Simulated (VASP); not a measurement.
# Na (P6_3/mmc) in VASP: a series of runs, part 2 of 2

VASP 6.6.1. Earlier steps stand in the parts before.

## (3) Single point, r2SCAN (39.22 Å³/atom)

This run uses another cell than the first one, of 39.22 Å³/atom.

Contents of POSCAR:

```
Na
1.0
    3.8135743766      0.0000000000      0.0000000000
   -1.9067871883      3.3026522894      0.0000000000
    0.0000000000      0.0000000000      6.2275669570
Na
2
Direct
    0.3333333333      0.6666666667      0.2500000000
    0.6666666667      0.3333333333      0.7500000000
```

Contents of INCAR.step1:

```
SYSTEM = Na
  PREC = Accurate
  ENCUT = 520
  ISMEAR = -1
  SIGMA = 0.1
  LREAL = .FALSE.
  LASPH = .TRUE.
  NELM = 100
  NBANDS = 14
  GGA = PE
  ALGO = Normal
  EDIFF = 1E-4
  LWAVE = .TRUE.
  LCHARG = .FALSE.
```

Contents of INCAR.step2:

```
SYSTEM = Na
  PREC = Accurate
  ENCUT = 520
  EDIFF = 1E-6
  ISMEAR = -1
  SIGMA = 0.1
  LREAL = .FALSE.
  LASPH = .TRUE.
  NELM = 100
  ALGO = Normal
  ISIF = 2
  LWAVE = .FALSE.
  LCHARG = .FALSE.
  METAGGA = R2SCAN
  LMIXTAU = .TRUE.
  NBANDS = 14
  ISTART = 1
```

Contents of KPOINTS:

```
Automatic mesh
0
G
  11 11 6
  0 0 0
```

Potentials or basis: VASP PAW PBE potentials, release 64 (Na_pv).

Run with:

```bash
$ cat potpaw_PBE.64/Na_pv/POTCAR > POTCAR
$ cp INCAR.step1 INCAR
$ mpirun -np 1 vasp_std > vasp.out
$ cp INCAR.step2 INCAR
$ mpirun -np 1 vasp_std > vasp.out
```

OUTCAR:

```text
SYSTEM = Na
   PREC = Accurate
   ENCUT = 520
   EDIFF = 1E-6
   ISMEAR = -1
   LREAL = .FALSE.
   LASPH = .TRUE.
   NELM = 100
   ISIF = 2
   METAGGA = R2SCAN
   ISTART = 1

 ion  position               nearest neighbor table
   1  0.333  0.667  0.250-
   2  0.667  0.333  0.750-

  LATTYP: Found a hexagonal cell.
 ALAT       =     3.8135743766
 C/A-ratio  =     1.6330000000

  Lattice vectors:

 A1 = (   3.8135743766,   0.0000000000,   0.0000000000)
 A2 = (  -1.9067871883,   3.3026522894,   0.0000000000)
 A3 = (   0.0000000000,   0.0000000000,   6.2275669570)

Analysis of symmetry for initial positions (statically):
=====================================================================
 Subroutine PRICEL returns:
 Original cell was already a primitive cell.

 Routine SETGRP: Setting up the symmetry group for a
 hexagonal supercell.

 Subroutine GETGRP returns: Found 24 space group operations
 (whereof 12 operations were pure point group operations)
 out of a pool of 24 trial point group operations.

The static configuration has the point symmetry D_3d.
 The point group associated with its full space group is D_6h.

Analysis of symmetry for dynamics (positions and initial velocities):
=====================================================================
 Subroutine PRICEL returns:
 Original cell was already a primitive cell.

 Routine SETGRP: Setting up the symmetry group for a
 hexagonal supercell.

 Subroutine GETGRP returns: Found 24 space group operations
 (whereof 12 operations were pure point group operations)
 out of a pool of 24 trial point group operations.

The dynamic configuration has the point symmetry D_3d.
 The point group associated with its full space group is D_6h.

 Subroutine INISYM returns: Found 24 space group operations
 (whereof 12 operations are pure point group operations),
 and found     1 'primitive' translations

----------------------------------------------------------------------------------------

                                     Primitive cell

  volume of cell :      78.4356

  direct lattice vectors                    reciprocal lattice vectors
     3.813574377  0.000000000  0.000000000     0.262221187  0.151393473  0.000000000
    -1.906787188  3.302652289  0.000000000     0.000000000  0.302786946  0.000000000
     0.000000000  0.000000000  6.227566957     0.000000000  0.000000000  0.160576355

  length of vectors
     3.813574377  3.813574377  6.227566957     0.302786946  0.302786946  0.160576355

  position of ions in fractional coordinates (direct lattice)
     0.333333333  0.666666667  0.250000000
     0.666666667  0.333333333  0.750000000

  ion indices of the primitive-cell ions
   primitive index   ion index
                 1           1
                 2           2

----------------------------------------------------------------------------------------

 KPOINTS: Automatic mesh

Automatic generation of k-mesh.
 Grid dimensions read from file:
 generate k-points for:   11   11    6

 Generating k-lattice:

  Cartesian coordinates                     Fractional coordinates (reciprocal lattice)
[... 22 lines left out ...]
  0.454545  0.000000  0.000000      6.000000
[... 16 lines left out ...]
  0.090909  0.090909  0.166667     12.000000
  0.181818  0.090909  0.166667     24.000000
 [... further k-points ...]
   k-points           NKPTS =     64   k-points in BZ     NKDIM =     64   number of bands    NBANDS=     14
   number of dos      NEDOS =    301   number of ions     NIONS =      2
   total plane-waves  NPLWV =  37632
   dimension x,y,z NGX =    28 NGY =   28 NGZ =   48
   dimension x,y,z NGXF=    56 NGYF=   56 NGZF=   96
   ions per type =               2
   NGX,Y,Z   is equivalent  to a cutoff of  12.21, 12.21, 12.81 a.u.
   NGXF,Y,Z  is equivalent  to a cutoff of  24.41, 24.41, 25.63 a.u.
 SYSTEM =  Na
   PREC   = accura    normal or accurate (medium, high low for compatibility)
   ISTART =      1    job   : 0-new  1-cont  2-samecut
   ICHARG =      0    charge: 1-file 2-atom 10-const
   ISPIN  =      1    spin polarized calculation?
   LNONCOLLINEAR =      F non collinear calculations
   LSORBIT =      F    spin-orbit coupling
   LASPH  =      T    aspherical Exc in radial PAW
   ENCUT  =  520.0 eV  38.22 Ry    6.18 a.u.   7.09  7.09 11.58*2*pi/ulx,y,z
   NELM   =    100;   NELMIN=  2; NELMDL=  0     # of ELM steps
   EDIFF  = 0.1E-05   stopping-criterion for ELM
   LREAL  =      F    real-space projection
   EDIFFG = 0.1E-04   stopping-criterion for IOM
   NSW    =      0    number of steps for IOM
   IBRION =     -1    ionic relax: 0-MD 1-quasi-New 2-CG
   NFREE  =      0    steps in history (QN), initial steepest desc. (CG)
   ISIF   =      2    stress and relaxation
   ISYM   =      2    0-nonsym 1-usesym 2-fastsym
   POTIM  = 0.5000    time-step for ionic-motion
   TEBEG  =    0.0;   TEEND  =   0.0 temperature during run
   PSTRESS=    0.0 pullay stress
   NELECT =      14.0000    total number of electrons
   NUPDOWN=      -1.0000    fix difference up-down
   EMIN   =  10.00;   EMAX   =-10.00  energy-range for DOS
   EFERMI =   0.00;   METHOD = LEGACY
   ISMEAR =    -1;   SIGMA  =   0.10  broadening in eV -4-tet -1-fermi 0-gaus
   EFERMI_NEDOS =   21; number of points for ismear=-14 and -15
   IALGO  =     38    algorithm
   IMIX   =      4    mixing-type and parameters
     AMIX     =   0.40;   BMIX     =  1.00
     AMIX_MAG =   1.60;   BMIX_MAG =  1.00
  volume/ion in A,a.u.               =      39.22       264.65
  Fermi-wavevector in a.u.,A,eV,Ry     =   0.921750  1.741854 11.559817  0.849623
  Thomas-Fermi vector in A             =   2.047201
   LORBIT       =      0    0 simple, 1 ext, 2 COOP (PROOUT), +10 PAW based schemes
   METAGGA = R2SCAN    functional components
   LHFCALC =     F    Hartree Fock is set to
   AEXX    =    0.0000 exact exchange contribution
   IVDW    =     0    specifies the selected vdW correction
   LEPSILON=     F    determine dielectric tensor
   LRPA    =     F    only Hartree local field effects (RPA)
 non-spin polarized calculation
  energy-cutoff  :      520.00
  volume of cell :       78.44
 maximum number of plane-waves:      2142
   NGX = 15   NGY = 15   NGZ = 23

 number of electron      14.0000018 magnetization

 Free energy of the ion-electron system (eV)
  ---------------------------------------------------
  ext. energy  EPLUGINS =         0.00000000
  ---------------------------------------------------
  free energy    TOTEN  =        -7.11694734 eV

  energy without entropy =       -7.08217991  energy(sigma->0) =       -7.09956362

 E-fermi :   0.2074     XC(G=0):  -6.7624

 val. band max:        0.1863845039   @ k =   0.1818  -0.0000   0.1667
 cond. band min:       0.2278351848   @ k =   0.2727   0.2727   0.1667
 fundamental gap:      0.0414506809
 Fermi energy:         0.2073574011

 k-point     1 :       0.0000    0.0000    0.0000
  band No.  band energies     occupation
      1     -25.8935      2.00000
      2     -25.8696      2.00000
      3     -25.8694      2.00000
      4     -25.8655      2.00000
      5     -25.8653      2.00000
      6     -25.8644      2.00000
      7      -3.1808      2.00000
      8       0.6850      0.01670
      9       1.3063      0.00003
     10      10.5256      0.00000
     11      10.5257      0.00000
     12      10.9808      0.00000
     13      10.9809      0.00000
     14      11.0168      0.00000
[... 377 lines left out ...]
      1     -25.8879      2.00000
      2     -25.8782      2.00000
      3     -25.8770      2.00000
      4     -25.8723      2.00000
      5     -25.8683      2.00000
      6     -25.8670      2.00000
      7      -2.1886      2.00000
      8       0.5392      0.06990
      9       3.2435      0.00000
     10       5.7441      0.00000
     11       7.0036      0.00000
     12       8.3737      0.00000
     13       9.4834      0.00000
     14      10.4851      0.00000

 [... further k-points ...]

------------------------ aborting loop because EDIFF is reached ----------------------------------------

  FORCE on cell =-STRESS in cart. coord.  units (eV):
  Direction    XX          YY          ZZ          XY          YZ          ZX
  --------------------------------------------------------------------------------------
  -------------------------------------------------------------------------------------
  Total       -0.1257015     -0.1257015     -0.0051251      0.0000000     -0.0000000      0.0000000
  in kB       -2.5676607     -2.5676607     -0.1046888      0.0000000     -0.0000000      0.0000000
  external PRESSURE =      -1.7466701 kB  Pullay stress =       0.0000000 kB

 VOLUME and BASIS-vectors are now :
 -----------------------------------------------------------------------------
  energy-cutoff  :      520.00
  volume of cell :       78.44
      direct lattice vectors                 reciprocal lattice vectors
     3.813574377  0.000000000  0.000000000     0.262221187  0.151393473  0.000000000
    -1.906787188  3.302652289  0.000000000     0.000000000  0.302786946  0.000000000
     0.000000000  0.000000000  6.227566957     0.000000000  0.000000000  0.160576355

 POSITION                                       TOTAL-FORCE (eV/Angst)
 -----------------------------------------------------------------------------------
     -0.00000      2.20177      1.55689         0.000000     -0.000000      0.000000
      1.90679      1.10088      4.67068        -0.000000      0.000000     -0.000000
 -----------------------------------------------------------------------------------
    total drift:                               -0.000000      0.000000      0.000000

  FREE ENERGIE OF THE ION-ELECTRON SYSTEM (eV)
  ---------------------------------------------------
  free  energy   TOTEN  =        -7.1169473401 eV

  energy  without entropy=       -7.0821799088  energy(sigma->0) =       -7.09956362
```

It took 5.3 min on 1 thread of AMD EPYC 7R13, shared host; peak memory 0.18 GiB.

Results:

- Free energy: -7.1169 eV
- Pressure: -0.2 GPa
- Band gap on the k mesh: zero (bands 7 and 8 overlap by 4.10 eV)

Caveat: the PAW data sets were made with another functional, which shifts forces and pressure a little.

## (4) Single point, r2SCAN (40.73 Å³/atom)

This run uses another cell than the first one, of 40.73 Å³/atom.

Contents of POSCAR:

```
Na
1.0
    3.8618525951      0.0000000000      0.0000000000
   -1.9309262976      3.3444624530      0.0000000000
    0.0000000000      0.0000000000      6.3064052879
Na
2
Direct
    0.3333333333      0.6666666667      0.2500000000
    0.6666666667      0.3333333333      0.7500000000
```

Contents of INCAR.step1:

```
SYSTEM = Na
ALGO = Normal ; EDIFF = 1E-4
ENCUT = 520 ; GGA = PE
ISMEAR = -1 ; LASPH = .True.
LCHARG = .False. ; LREAL = .False.
LWAVE = .True. ; NBANDS = 14
NELM = 60 ; PREC = Accurate
SIGMA = 0.1
```

Contents of INCAR.step2:

```
SYSTEM = Na
ALGO = Normal ; EDIFF = 1E-6
ENCUT = 520 ; ISIF = 2
ISMEAR = -1 ; ISTART = 1
LASPH = .True. ; LCHARG = .False.
LMIXTAU = .True. ; LREAL = .False.
LWAVE = .False. ; METAGGA = R2SCAN
NBANDS = 14 ; NELM = 60
PREC = Accurate ; SIGMA = 0.1
```

Contents of KPOINTS:

```
k-points
0
Gamma
  11 11 6
  0 0 0
```

Run with:

```bash
$ cat potpaw_PBE.64/Na_pv/POTCAR > POTCAR
$ cp INCAR.step1 INCAR
$ mpirun -np 1 vasp_std > vasp.out
$ cp INCAR.step2 INCAR
$ mpirun -np 1 vasp_std > vasp.out
```

Run time: 6.4 min. Hardware: 1 thread of AMD EPYC 7R13, shared host; peak memory 0.19 GiB.

It converged, with:

```
Free energy            : -7.1077 eV
Pressure               : -0.4 GPa
Band gap on the k mesh : zero (bands 7 and 8 overlap by 4.02 eV)
```

Stress tensor (GPa, compression positive):
```
-0.44  0.00  0.00
 0.00 -0.44  0.00
 0.00  0.00 -0.31
```

Levels at points of the mesh, in eV from the Fermi level:
```csv
k point,band 5,band 6,band 7,band 8,band 9,band 10
"(0.00, 0.00, 0.00)",-26.11,-26.11,-3.31,0.48,1.06,10.11
"(0.00, 0.00, 0.50)",-26.11,-26.11,-2.27,-2.27,5.61,5.61
```

Caveat: the PAW data sets were made with another functional, which shifts forces and pressure a little.

## (5) Single point, r2SCAN (42.23 Å³/atom)

This run uses another cell than the first one, of 42.23 Å³/atom.

Contents of POSCAR:

```
Na
1.0
    3.9089530005      0.0000000000      0.0000000000
   -1.9544765002      3.3852526006      0.0000000000
    0.0000000000      0.0000000000      6.3833202498
Na
2
Direct
    0.3333333333      0.6666666667      0.2500000000
    0.6666666667      0.3333333333      0.7500000000
```

Contents of INCAR.step1:

```
ALGO = Normal
EDIFF = 1E-4
ENCUT = 520
GGA = PE
ISMEAR = -1
LASPH = True
LCHARG = False
LREAL = False
LWAVE = True
NBANDS = 14
NELM = 80
PREC = Accurate
SIGMA = 0.1
```

Contents of INCAR.step2:

```
ALGO = Normal
EDIFF = 1E-7
ENCUT = 520
ISIF = 2
ISMEAR = -1
ISTART = 1
LASPH = True
LCHARG = False
LMIXTAU = True
LREAL = False
LWAVE = False
METAGGA = R2SCAN
NBANDS = 14
NELM = 80
PREC = Accurate
SIGMA = 0.1
```

Contents of KPOINTS:

```
k-points
0
Gamma
  11 11 6
```

Run with:

```bash
$ cat potpaw_PBE.64/Na_pv/POTCAR > POTCAR
$ cp INCAR.step1 INCAR
$ mpirun -np 1 vasp_std > vasp.out
$ cp INCAR.step2 INCAR
$ mpirun -np 1 vasp_std > vasp.out
```

It took 7 min on 1 thread of AMD EPYC 7R13, shared host; peak memory 0.2 GiB.

Results (log left out):

```yaml
Free_energy: -7.0976 eV
Pressure: -0.6 GPa
Band_gap_on_the_k_mesh: zero (bands 7 and 8 overlap by 3.94 eV)
```

Levels at points of the mesh, in eV from the Fermi level:
```csv
k point,band 5,band 6,band 7,band 8,band 9,band 10
"(0.00, 0.00, 0.00)",-26.14,-26.14,-3.24,0.47,1.03,9.92
"(0.00, 0.00, 0.50)",-26.15,-26.15,-2.23,-2.23,5.50,5.50
```

Caveat: the PAW data sets were made with another functional, which shifts forces and pressure a little.

## (6) Single point, r2SCAN

Contents of POSCAR:

```
Na
1.0
    3.7640418302      0.0000000000      0.0000000000
   -1.8820209151      3.2597558458      0.0000000000
    0.0000000000      0.0000000000      6.1466803087
Na
2
Direct
    0.3333333333      0.6666666667      0.2500000000
    0.6666666667      0.3333333333      0.7500000000
```

Contents of INCAR.step1:

```
PREC = Accurate
ENCUT = 520
ISMEAR = -1
SIGMA = 0.1
LREAL = False
LASPH = True
NELM = 100
NBANDS = 14
GGA = PE
ALGO = Normal
EDIFF = 1E-4
LWAVE = True
LCHARG = False
```

Contents of INCAR.step2:

```
PREC = Accurate
ENCUT = 520
EDIFF = 1E-6
ISMEAR = -1
SIGMA = 0.1
LREAL = False
LASPH = True
NELM = 100
ALGO = Normal
ISIF = 2
LWAVE = False
LCHARG = False
METAGGA = R2SCAN
LMIXTAU = True
NBANDS = 14
ISTART = 1
```

Contents of KPOINTS:

```
Automatic mesh
0
Gamma
  16 16 9
```

Potentials or basis: VASP PAW PBE potentials, release 64 (Na_pv).

Run with:

```bash
$ cat potpaw_PBE.64/Na_pv/POTCAR > POTCAR
$ cp INCAR.step1 INCAR
$ mpirun -np 1 vasp_std > vasp.out
$ cp INCAR.step2 INCAR
$ mpirun -np 1 vasp_std > vasp.out
```

Wall time 15 min (1 thread of AMD EPYC 7R13, shared host); peak memory 0.23 GiB.

It converged, with:

```
Free energy            : -7.1222 eV
Pressure               : 0.1 GPa
Band gap on the k mesh : zero (bands 7 and 8 overlap by 3.77 eV)
```

Levels at points of the mesh, in eV from the Fermi level:
| k point | band 3 | band 4 | band 5 | band 6 | band 7 | band 8 | band 9 | band 10 | band 11 | band 12 |
| --- | --- | --- | --- | --- | --- | --- | --- | --- | --- | --- |
| (0.00, 0.00, 0.00) | -26.04 | -26.03 | -26.03 | -26.03 | -3.46 | 0.49 | 1.14 | 10.54 | 10.54 | 11.03 |
| (0.50, 0.00, 0.00) | -26.05 | -26.04 | -26.04 | -26.04 | 0.19 | 0.44 | 3.99 | 4.09 | 4.71 | 4.91 |

Caveat: the PAW data sets were made with another functional, which shifts forces and pressure a little.

## (7) Summary

```csv
cell,k mesh,gap on the mesh (eV),pressure (GPa)
"a = 3.764, b = 3.764, c = 6.147 Å, angles 90.0, 90.0, 120.0°, 2 atoms",11 × 11 × 6,none,0.1
"a = 3.814, b = 3.814, c = 6.228 Å, angles 90.0, 90.0, 120.0°, 2 atoms",11 × 11 × 6,none,-0.2
"a = 3.862, b = 3.862, c = 6.306 Å, angles 90.0, 90.0, 120.0°, 2 atoms",11 × 11 × 6,none,-0.4
"a = 3.909, b = 3.909, c = 6.383 Å, angles 90.0, 90.0, 120.0°, 2 atoms",11 × 11 × 6,none,-0.6
"a = 3.764, b = 3.764, c = 6.147 Å, angles 90.0, 90.0, 120.0°, 2 atoms",16 × 16 × 9,none,0.1
```

Alike in all rows: task single point; level r2SCAN; potentials or basis VASP PAW PBE potentials, release 64 (Na_pv); no spin polarisation; cutoff (eV) 520; smearing fermi-dirac 0.1 eV.

Caveats: the PAW data sets were made with another functional, which shifts forces and pressure a little.

Total energies depend on the potentials used, so only differences within one code and one set of settings carry meaning.

The gap in the log of VASP goes by the Fermi energy; the results here count the filled bands.